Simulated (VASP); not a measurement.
Write the native input for VASP 6.6.1 that does the following.

```
Task                   : single point
Functional             : r2SCAN
Potentials or basis    : VASP PAW PBE potentials, release 64 (Ba_sv, Ti_sv, O_h)
Cutoff                 : 910 eV
k mesh                 : 6 × 6 × 6
Occupations            : gaussian, width 0.02 eV
Spin                   : no spin polarisation
Dipole correction      : no
Further INCAR settings : ALGO = Normal; EDIFF = 1e-06; NBANDS = 28
```

The system is BaTiO3.

```xyz
5
Lattice="2.8401 1.6397 2.3314 -2.8401 1.6397 2.3314 0.0000 -3.2794 2.3314" Properties=species:S:1:pos:R:3 pbc="T T T"
Ba    0.0000    0.0000    0.0195
Ti    0.0000    0.0000    3.6108
O     0.0000   -1.6082    4.5688
O    -1.3928    0.8041    4.5688
O     1.3928    0.8041    4.5688
```

These files were run (other wordings do the same):

POSCAR

```
BaTiO3
1.0
    2.8400536826      1.6397057581      2.3314328437
   -2.8400536826      1.6397057581      2.3314328437
    0.0000000000     -3.2794115163      2.3314328437
Ba Ti O
1 1 3
Direct
    0.0027851063      0.0027851063      0.0027851063
    0.5162478490      0.5162478490      0.5162478490
    0.4897536543      0.4897536543      0.9801597361
    0.4897536543      0.9801597361      0.4897536543
    0.9801597361      0.4897536543      0.4897536543
```

INCAR.step1

```
SYSTEM = BaTiO3
  PREC = Accurate
  ENCUT = 910
  ISMEAR = 0
  SIGMA = 0.02
  LREAL = .FALSE.
  LASPH = .TRUE.
  NELM = 120
  NBANDS = 28
  GGA = PE
  ALGO = Normal
  EDIFF = 1E-5
  LWAVE = .TRUE.
  LCHARG = .FALSE.
  GGA_COMPAT = .FALSE.
```

INCAR.step2

```
SYSTEM = BaTiO3
  PREC = Accurate
  ENCUT = 910
  EDIFF = 1E-6
  ISMEAR = 0
  SIGMA = 0.02
  LREAL = .FALSE.
  LASPH = .TRUE.
  NELM = 120
  ALGO = Normal
  ISIF = 2
  LWAVE = .FALSE.
  LCHARG = .FALSE.
  METAGGA = R2SCAN
  LMIXTAU = .TRUE.
  NBANDS = 28
  ISTART = 1
  GGA_COMPAT = .FALSE.
```

KPOINTS

```
Automatic mesh
0
G
  6 6 6
  0 0 0
```

Potentials or basis: VASP PAW PBE potentials, release 64 (Ba_sv, Ti_sv, O_h).

Command:

```sh
$ cat potpaw_PBE.64/Ba_sv/POTCAR potpaw_PBE.64/Ti_sv/POTCAR potpaw_PBE.64/O_h/POTCAR > POTCAR
$ cp INCAR.step1 INCAR
$ mpirun -np 1 vasp_std > vasp.out
$ cp INCAR.step2 INCAR
$ mpirun -np 1 vasp_std > vasp.out
```

Results of the run:

* Pressure: 1.7 GPa
* Largest force: 0.130 eV/Å
* Band gap on the k mesh: 2.86 eV (least direct gap 3.32 eV)

Caveat: the cutoff is under 1.25 times the usual one of these potentials, so pressure, stress and relaxed cells hold a basis-set (Pulay) error; the PAW data sets were made with another functional, which shifts forces and pressure a little; spin-orbit coupling is left out, which moves the levels of the heavy elements.

It took 3 min on 1 thread of Intel(R) Xeon(R) 6975P-C (Granite Rapids), on a shared host, peak memory 0.36 GiB.
